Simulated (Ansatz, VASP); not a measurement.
One calculation of CO2, two programs

```
C O
1.0
     6.13479    0.00000    0.00000
     0.00000    6.13479    0.00000
     0.00000    0.00000    6.28448
C O
4 8
Direct
  0.00000 0.00000 0.00000
  0.50000 0.00000 0.50000
  0.50000 0.50000 0.00000
  0.00000 0.50000 0.50000
  0.11148 0.11148 0.11148
  0.38852 0.88852 0.61148
  0.61148 0.38852 0.88852
  0.88852 0.61148 0.38852
  0.88852 0.88852 0.88852
  0.61148 0.11148 0.38852
  0.38852 0.61148 0.11148
  0.11148 0.38852 0.61148
```

Alike in both runs: task single point; functional PBE; k mesh 4 × 4 × 4; occupations gaussian, width 0.05 eV; no spin polarisation.

|  | VASP | Ansatz |
| --- | --- | --- |
| version | VASP 6.6.1 | Ansatz 0.2.0 |
| potentials or method | VASP PAW PBE potentials, release 64 (C, O), cutoff 520 eV | scalar-relativistic, plane waves, PAW |
| valence electrons in the cell | 64 | 64 |

```csv
,VASP,Ansatz,Ansatz less VASP
gap on the k mesh at the Fermi level (eV),6.41,6.42,+0.017
least direct gap on the mesh (eV),6.41,6.42,+0.017
pressure (GPa),-4.1,-5.0,-0.96
"traceless stress, the component that is largest in VASP (GPa)",-0.16,-0.20,-0.037
rms of the force components (eV/Å),0.828,1.080,+0.2519
```

Atom by atom the forces differ by 0.252 eV/Å (rms over components). With one functional, cell and mesh, what is left measures potentials, basis and numerics.

Noted on VASP's run: the standard files for N, O and F lose accuracy on very short bonds.
